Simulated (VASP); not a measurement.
Write the native input for VASP 6.6.1 that does the following.

```yaml
Task: G0W0 quasiparticle levels
Functional: PBE
Potentials_or_basis: VASP PAW PBE potentials, release 64 (B_GW, P_GW)
Cutoff: 500 eV
k_mesh: 2 × 2 × 2
Occupations: gaussian, width 0.01 eV
Spin: no spin polarisation
Dipole_correction: no
GW_scheme: G0W0
GW_iterations: 1
Cutoff_of_the_response_function: 200
Frequency_points: 48
Empty_bands: 453
Further_INCAR_settings: ALGO = EVGW0; EDIFF = 1e-08; NBANDS = 457
```

The system is BP.

```
B P
1.0
     0.00000    2.26900    2.26900
     2.26900    0.00000    2.26900
     2.26900    2.26900    0.00000
B P
1 1
Direct
  0.00000 0.00000 0.00000
  0.25000 0.25000 0.25000
```

The input as run:

POSCAR

```
BP
1.0
    0.0000000000      2.2690000000      2.2690000000
    2.2690000000      0.0000000000      2.2690000000
    2.2690000000      2.2690000000      0.0000000000
B P
1 1
Direct
    0.0000000000      0.0000000000      0.0000000000
    0.2500000000      0.2500000000      0.2500000000
```

INCAR.step1

```
ALGO = Normal
EDIFF = 1E-8
ENCUT = 500
GGA = PE
ISMEAR = 0
LASPH = True
LCHARG = False
LREAL = False
LWAVE = True
NELM = 100
PREC = Accurate
SIGMA = 0.01
```

INCAR.step2

```
ALGO = Exact
EDIFF = 1E-8
ENCUT = 500
GGA = PE
ISMEAR = 0
ISTART = 1
LASPH = True
LCHARG = False
LOPTICS = True
LREAL = False
LWAVE = True
NBANDS = 457
NELM = 1
PREC = Accurate
SIGMA = 0.01
```

INCAR.step3

```
ALGO = EVGW0
EDIFF = 1E-8
ENCUT = 500
ENCUTGW = 200
GGA = PE
ISMEAR = 0
ISTART = 1
LASPH = True
LCHARG = False
LREAL = False
LWAVE = False
NBANDS = 457
NBANDSGW = 12
NELMGW = 1
NOMEGA = 48
PREC = Accurate
PRECFOCK = Fast
SIGMA = 0.01
```

KPOINTS

```
k-points
0
Gamma
  2 2 2
```

Potentials or basis: VASP PAW PBE potentials, release 64 (B_GW, P_GW).

Run with:

```console
$ cat potpaw_PBE.64/B_GW/POTCAR potpaw_PBE.64/P_GW/POTCAR > POTCAR
$ cp INCAR.step1 INCAR
$ mpirun -np 1 vasp_std > vasp.out
$ cp INCAR.step2 INCAR
$ mpirun -np 1 vasp_std > vasp.out
$ cp INCAR.step3 INCAR
$ mpirun -np 1 vasp_std > vasp.out
```

Results of the run:

```json
{
 "Quasiparticle gap": "1.75 eV",
 "Least direct quasiparticle gap": "4.16 eV",
 "Band gap of the starting levels on the mesh": "1.15 eV",
 "Least direct gap of the starting levels on the mesh": "3.26 eV"
}
```

Caveat: the k points lie up to 1.20 Å⁻¹ apart, too coarse for converged energies, forces and pressures; bands, screening cutoff and mesh are small and nothing is extrapolated, so the quasiparticle values aren't converged.

Run time: 20 s on 1 thread of Intel(R) Xeon(R) 6975P-C (Granite Rapids) (shared host), peak memory 0.19 GiB.
